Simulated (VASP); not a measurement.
**LiPr3N2: single point with PBE**

LiPr3N2:

```
CELL_PARAMETERS angstrom
-2.46027 2.46027 6.01290
2.46027 -2.46027 6.01290
2.46027 2.46027 -6.01290
ATOMIC_POSITIONS crystal
Li 0.00000 0.00000 0.00000
Pr 0.75000 0.25000 0.50000
Pr 0.25000 0.75000 0.50000
Pr 0.50000 0.50000 0.00000
N 0.69846 0.69846 0.00000
N 0.30154 0.30154 0.00000
```

The cell was built from a structure type or drawn by symmetry, and may not be a known phase.

```yaml
Program: VASP 6.6.1
Task: single point
Functional: PBE
Potentials_or_basis: VASP PAW PBE potentials, release 64 (Li_sv, Pr_3, N), 4f in core
Cutoff: 750 eV
k_mesh: 6 × 6 × 6
Occupations: gaussian, width 0.1 eV
Spin: no spin polarisation
Dipole_correction: no
Mended: yes
Further_INCAR_settings: ALGO = Normal; EDIFF = 1e-06; NBANDS = 32
```

```json
{
  "Pressure": "-0.1 GPa",
  "Largest force": "0.016 eV/Å",
  "Band gap on the k mesh": "zero (bands 23 and 24 overlap by 0.32 eV)"
}
```

Forces in eV/Å, atoms in the order of the input:
```
Li   0.000  0.000  0.000
Pr   0.000  0.000  0.000
Pr   0.000  0.000  0.000
Pr   0.000  0.000  0.000
N    0.000  0.000 -0.016
N    0.000  0.000  0.016
```

Stress tensor (GPa, compression positive):
```
-0.05  0.00  0.00
 0.00 -0.05  0.00
 0.00  0.00 -0.18
```

Levels at points of the mesh, in eV from the Fermi level:
```csv
k point,band 21,band 22,band 23,band 24,band 25,band 26
"(0.00, 0.00, 0.00)",-1.79,-1.79,-0.34,0.47,1.96,1.96
"(0.50, 0.00, 0.00)",-1.92,-1.21,-0.42,0.36,0.36,1.94
"(0.50, 0.50, 0.00)",-1.91,-0.77,-0.08,0.53,0.98,1.56
"(0.50, 0.50, 0.50)",-1.30,-1.30,-0.36,-0.23,0.02,2.22
```

Run time: 4.2 min on 1 thread of Intel(R) Xeon(R) 6975P-C (Granite Rapids) (shared host), peak memory 0.66 GiB.

Caveat: spin-orbit coupling is left out, which moves the levels of the heavy elements; the 4f electrons are frozen in the core, so they carry no moment and show no levels; the run has no spin polarisation, though such a crystal can be magnetic. Spin polarisation is off, so any magnetic state and its effect on volume and gap are missing.
